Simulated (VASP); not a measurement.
# MgO (Fm-3m) in VASP: single point with PBE

Aim: the single point of MgO with PBE.

Program: VASP 6.6.1. These are calculated values, not measurements. Logs are shortened: lines on timing, memory, paths and dates and some standing lists are left out, and cuts for length are marked.

**Experimental background.**

From “Electronic structure of alkaline earth and post-transition metal oxides”, 2009, arxiv:0908.1581, for a bulk crystal of MgO: band gap 7.83 eV.

How close the calculation comes is told below.

## (1) The cell of the first run

The structure is cubic, space group Fm-3m (No. 225). Conventional cell: a = 4.254 Å, b = 4.254 Å, c = 4.254 Å, α = 90.00°, β = 90.00°, γ = 90.00°. Within 2.8 Å of Mg (site symmetry m-3m) lie 6 O at 2.13 Å. O (site symmetry m-3m) has 6 Mg at 2.13 Å within 2.8 Å.

## (2) Single point, PBE

File INCAR:

```
PREC     = Accurate       # precision mode
ENCUT    = 840            # plane-wave cutoff, eV
EDIFF    = 1E-6           # SCF threshold, eV
ISMEAR   = 0              # smearing method
SIGMA    = 0.02           # smearing width, eV
LREAL    = F              # projectors in reciprocal space
LASPH    = T              # aspherical terms in the spheres
NELM     = 120            # most SCF steps
ALGO     = Normal         # electronic algorithm
ISIF     = 2              # what is computed and relaxed
LWAVE    = F              # write WAVECAR
LCHARG   = F              # write CHGCAR
GGA      = PE             # functional
NBANDS   = 15             # bands
GGA_COMPAT= F
```

File KPOINTS:

```
regular mesh
0
Gamma
  10 10 10
```

File POSCAR:

```
MgO
1.0
    0.0000000000      2.1268587456      2.1268587456
    2.1268587456      0.0000000000      2.1268587456
    2.1268587456      2.1268587456      0.0000000000
Mg O
1 1
Direct
    0.0000000000      0.0000000000      0.0000000000
    0.5000000000      0.5000000000      0.5000000000
```

Potentials or basis: VASP PAW PBE potentials, release 64 (Mg_sv, O).

Launch:

```bash
> cat potpaw_PBE.64/Mg_sv/POTCAR potpaw_PBE.64/O/POTCAR > POTCAR
> mpirun -np 1 vasp_std > vasp.out
```

OUTCAR:

```text
PREC = Accurate
   ENCUT = 840
   EDIFF = 1E-6
   ISMEAR = 0
   LREAL = F
   LASPH = T
   NELM = 120
   ISIF = 2
   GGA = PE

 ion  position               nearest neighbor table
   1  0.000  0.000  0.000-   2 2.13   2 2.13   2 2.13   2 2.13   2 2.13   2 2.13
   2  0.500  0.500  0.500-   1 2.13   1 2.13   1 2.13   1 2.13   1 2.13   1 2.13

  LATTYP: Found a face centered cubic cell.
 ALAT       =     4.2537174912

  Lattice vectors:

 A1 = (   0.0000000000,   2.1268587456,   2.1268587456)
 A2 = (   2.1268587456,   0.0000000000,   2.1268587456)
 A3 = (   2.1268587456,   2.1268587456,   0.0000000000)

Analysis of symmetry for initial positions (statically):
=====================================================================
 Subroutine PRICEL returns:
 Original cell was already a primitive cell.

 Routine SETGRP: Setting up the symmetry group for a
 face centered cubic supercell.

 Subroutine GETGRP returns: Found 48 space group operations
 (whereof 48 operations were pure point group operations)
 out of a pool of 48 trial point group operations.

The static configuration has the point symmetry O_h .

Analysis of symmetry for dynamics (positions and initial velocities):
=====================================================================
 Subroutine PRICEL returns:
 Original cell was already a primitive cell.

 Routine SETGRP: Setting up the symmetry group for a
 face centered cubic supercell.

 Subroutine GETGRP returns: Found 48 space group operations
 (whereof 48 operations were pure point group operations)
 out of a pool of 48 trial point group operations.

The dynamic configuration has the point symmetry O_h .

 Subroutine INISYM returns: Found 48 space group operations
 (whereof 48 operations are pure point group operations),
 and found     1 'primitive' translations

----------------------------------------------------------------------------------------

                                     Primitive cell

  volume of cell :      19.2418

  direct lattice vectors                    reciprocal lattice vectors
     0.000000000  2.126858746  2.126858746    -0.235088485  0.235088485  0.235088485
     2.126858746  0.000000000  2.126858746     0.235088485 -0.235088485  0.235088485
     2.126858746  2.126858746  0.000000000     0.235088485  0.235088485 -0.235088485

  length of vectors
     3.007832483  3.007832483  3.007832483     0.407185200  0.407185200  0.407185200

  position of ions in fractional coordinates (direct lattice)
     0.000000000  0.000000000  0.000000000
     0.500000000  0.500000000  0.500000000

  ion indices of the primitive-cell ions
   primitive index   ion index
                 1           1
                 2           2

----------------------------------------------------------------------------------------

 KPOINTS: regular mesh

Automatic generation of k-mesh.
 Grid dimensions read from file:
 generate k-points for:   10   10   10

 Generating k-lattice:

  Cartesian coordinates                     Fractional coordinates (reciprocal lattice)
    -0.023508848  0.023508848  0.023508848     0.100000000  0.000000000  0.000000000
     0.023508848 -0.023508848  0.023508848     0.000000000  0.100000000  0.000000000
     0.023508848  0.023508848 -0.023508848     0.000000000  0.000000000  0.100000000

  Length of vectors
     0.040718520  0.040718520  0.040718520

  Shift w.r.t. Gamma in fractional coordinates (k-lattice)
     0.000000000  0.000000000  0.000000000

 Subroutine IBZKPT returns following result:
 ===========================================

 Found     47 irreducible k-points:

 Following reciprocal coordinates:
            Coordinates               Weight
  0.000000  0.000000  0.000000      1.000000
  0.100000  0.000000  0.000000      8.000000
  0.200000  0.000000  0.000000      8.000000
  0.300000  0.000000  0.000000      8.000000
  0.400000  0.000000  0.000000      8.000000
  0.500000  0.000000  0.000000      4.000000
[... 16 lines left out ...]
  0.300000  0.300000  0.000000      6.000000
  0.400000  0.300000  0.000000     24.000000
 [... further k-points ...]
   k-points           NKPTS =     47   k-points in BZ     NKDIM =     47   number of bands    NBANDS=     15
   number of dos      NEDOS =    301   number of ions     NIONS =      2
   total plane-waves  NPLWV =  21952
   dimension x,y,z NGX =    28 NGY =   28 NGZ =   28
   dimension x,y,z NGXF=    56 NGYF=   56 NGZF=   56
   ions per type =               1   1
   NGX,Y,Z   is equivalent  to a cutoff of  15.48, 15.48, 15.48 a.u.
   NGXF,Y,Z  is equivalent  to a cutoff of  30.95, 30.95, 30.95 a.u.
 SYSTEM =  unknown system
   PREC   = accura    normal or accurate (medium, high low for compatibility)
   ISTART =      0    job   : 0-new  1-cont  2-samecut
   ICHARG =      2    charge: 1-file 2-atom 10-const
   ISPIN  =      1    spin polarized calculation?
   LNONCOLLINEAR =      F non collinear calculations
   LSORBIT =      F    spin-orbit coupling
   LASPH  =      T    aspherical Exc in radial PAW
   ENCUT  =  840.0 eV  61.74 Ry    7.86 a.u.   7.11  7.11  7.11*2*pi/ulx,y,z
   NELM   =    120;   NELMIN=  2; NELMDL= -5     # of ELM steps
   EDIFF  = 0.1E-05   stopping-criterion for ELM
   LREAL  =      F    real-space projection
   EDIFFG = 0.1E-04   stopping-criterion for IOM
   NSW    =      0    number of steps for IOM
   IBRION =     -1    ionic relax: 0-MD 1-quasi-New 2-CG
   NFREE  =      0    steps in history (QN), initial steepest desc. (CG)
   ISIF   =      2    stress and relaxation
   ISYM   =      2    0-nonsym 1-usesym 2-fastsym
   POTIM  = 0.5000    time-step for ionic-motion
   TEBEG  =    0.0;   TEEND  =   0.0 temperature during run
   PSTRESS=    0.0 pullay stress
   NELECT =      16.0000    total number of electrons
   NUPDOWN=      -1.0000    fix difference up-down
   EMIN   =  10.00;   EMAX   =-10.00  energy-range for DOS
   EFERMI =   0.00;   METHOD = LEGACY
   ISMEAR =     0;   SIGMA  =   0.02  broadening in eV -4-tet -1-fermi 0-gaus
   EFERMI_NEDOS =   21; number of points for ismear=-14 and -15
   IALGO  =     38    algorithm
   IMIX   =      4    mixing-type and parameters
     AMIX     =   0.40;   BMIX     =  1.00
     AMIX_MAG =   1.60;   BMIX_MAG =  1.00
  volume/ion in A,a.u.               =       9.62        64.93
  Fermi-wavevector in a.u.,A,eV,Ry     =   1.539452  2.909143 32.244621  2.369913
  Thomas-Fermi vector in A             =   2.645678
   LORBIT       =      0    0 simple, 1 ext, 2 COOP (PROOUT), +10 PAW based schemes
   GGA     = PE    functional components
   LHFCALC =     F    Hartree Fock is set to
   AEXX    =    0.0000 exact exchange contribution
   IVDW    =     0    specifies the selected vdW correction
   LEPSILON=     F    determine dielectric tensor
   LRPA    =     F    only Hartree local field effects (RPA)
 non-spin polarized calculation
 Gauss-broadening in eV      SIGMA  =   0.02
  energy-cutoff  :      840.00
  volume of cell :       19.24
 maximum number of plane-waves:      1090
   NGX = 15   NGY = 15   NGZ = 15

 number of electron      15.9999997 magnetization

 Free energy of the ion-electron system (eV)
  ---------------------------------------------------
  ext. energy  EPLUGINS =         0.00000000
  ---------------------------------------------------
  free energy    TOTEN  =       -11.88480048 eV

  energy without entropy =      -11.88480048  energy(sigma->0) =      -11.88480048

 E-fermi :   2.8834     XC(G=0): -11.2434

 val. band max:        2.7066468281   @ k =   0.0000   0.0000   0.0000
 cond. band min:       7.1651813239   @ k =   0.0000   0.0000   0.0000
 fundamental gap:      4.4585344958
 Fermi energy:         2.8833901905

 k-point     1 :       0.0000    0.0000    0.0000
  band No.  band energies     occupation
      1     -69.6650      2.00000
      2     -36.3932      2.00000
      3     -36.3932      2.00000
      4     -36.3932      2.00000
      5     -14.3944      2.00000
      6       2.7066      2.00000
      7       2.7066      2.00000
      8       2.7066      2.00000
      9       7.1652      0.00000
     10      18.3445      0.00000
     11      18.3445      0.00000
     12      18.3445      0.00000
     13      22.1800      0.00000
     14      23.9278      0.00000
     15      23.9278      0.00000

 k-point     2 :       0.1000    0.0000    0.0000
  band No.  band energies     occupation
      1     -69.6642      2.00000
      2     -36.4005      2.00000
      3     -36.3939      2.00000
      4     -36.3939      2.00000
      5     -14.2914      2.00000
      6       2.0619      2.00000
      7       2.6424      2.00000
      8       2.6424      2.00000
      9       7.7962      0.00000
     10      17.1031      0.00000
     11      18.5736      0.00000
     12      18.5736      0.00000
     13      23.1674      0.00000
     14      23.1674      0.00000
     15      23.7850      0.00000

 k-point     3 :       0.2000    0.0000    0.0000
  band No.  band energies     occupation
      1     -69.6624      2.00000
      2     -36.4198      2.00000
      3     -36.3959      2.00000
      4     -36.3959      2.00000
      5     -14.0094      2.00000
      6       0.7724      2.00000
      7       2.4794      2.00000
      8       2.4794      2.00000
      9       8.9943      0.00000
     10      15.5830      0.00000
     11      19.0229      0.00000
     12      19.0229      0.00000
     13      22.4702      0.00000
     14      22.4702      0.00000
     15      24.5469      0.00000
[... 343 lines left out ...]
 k-point    23 :       0.3000    0.3000    0.0000
  band No.  band energies     occupation
      1     -69.6583      2.00000
      2     -36.4377      2.00000
      3     -36.4099      2.00000
      4     -36.4099      2.00000
      5     -13.4505      2.00000
      6      -0.3574      2.00000
      7       1.8047      2.00000
      8       1.8047      2.00000
      9      11.2658      0.00000
     10      13.0823      0.00000
     11      16.8405      0.00000
     12      20.3016      0.00000
     13      20.3016      0.00000
     14      26.5275      0.00000
     15      29.5100      0.00000

 k-point    24 :       0.4000    0.3000    0.0000
  band No.  band energies     occupation
      1     -69.6569      2.00000
      2     -36.4472      2.00000
      3     -36.4149      2.00000
      4     -36.4128      2.00000
      5     -13.2203      2.00000
      6      -0.7582      2.00000
      7       1.4524      2.00000
      8       1.6628      2.00000
      9      12.0077      0.00000
     10      12.7960      0.00000
     11      16.0194      0.00000
     12      20.5183      0.00000
     13      20.7185      0.00000
     14      27.2382      0.00000
     15      29.1167      0.00000

 [... further k-points ...]

------------------------ aborting loop because EDIFF is reached ----------------------------------------

  FORCE on cell =-STRESS in cart. coord.  units (eV):
  Direction    XX          YY          ZZ          XY          YZ          ZX
  --------------------------------------------------------------------------------------
  -------------------------------------------------------------------------------------
  Total        0.0058912      0.0058912      0.0058912      0.0000000      0.0000000      0.0000000
  in kB        0.4905359      0.4905359      0.4905359      0.0000000      0.0000000      0.0000000
  external PRESSURE =       0.4905359 kB  Pullay stress =       0.0000000 kB

 VOLUME and BASIS-vectors are now :
 -----------------------------------------------------------------------------
  energy-cutoff  :      840.00
  volume of cell :       19.24
      direct lattice vectors                 reciprocal lattice vectors
     0.000000000  2.126858746  2.126858746    -0.235088485  0.235088485  0.235088485
     2.126858746  0.000000000  2.126858746     0.235088485 -0.235088485  0.235088485
     2.126858746  2.126858746  0.000000000     0.235088485  0.235088485 -0.235088485

 POSITION                                       TOTAL-FORCE (eV/Angst)
 -----------------------------------------------------------------------------------
      0.00000      0.00000      0.00000        -0.000000     -0.000000     -0.000000
      2.12686      2.12686      2.12686         0.000000      0.000000      0.000000
 -----------------------------------------------------------------------------------
    total drift:                                0.000000      0.000000      0.000000

  FREE ENERGIE OF THE ION-ELECTRON SYSTEM (eV)
  ---------------------------------------------------
  free  energy   TOTEN  =       -11.8848004786 eV

  energy  without entropy=      -11.8848004786  energy(sigma->0) =      -11.88480048
```

It took 37 s on 1 thread of AMD EPYC 7R43 (Zen 3), shared host; peak memory 0.13 GiB.

Results:

- Free energy: -11.8848 eV
- Pressure: 0.0 GPa
- Band gap on the k mesh: 4.46 eV

## (3) How close it comes

Step 2. Measured gap of MgO: 7.83 eV (quoted in “Electronic structure of alkaline earth and post-transition metal oxides”, 2009, arxiv:0908.1581). This calculation gives 4.46 eV (-3.37 eV). The value is that of PBE, without temperature or zero-point motion. Semilocal functionals fall short of measured gaps as a rule.
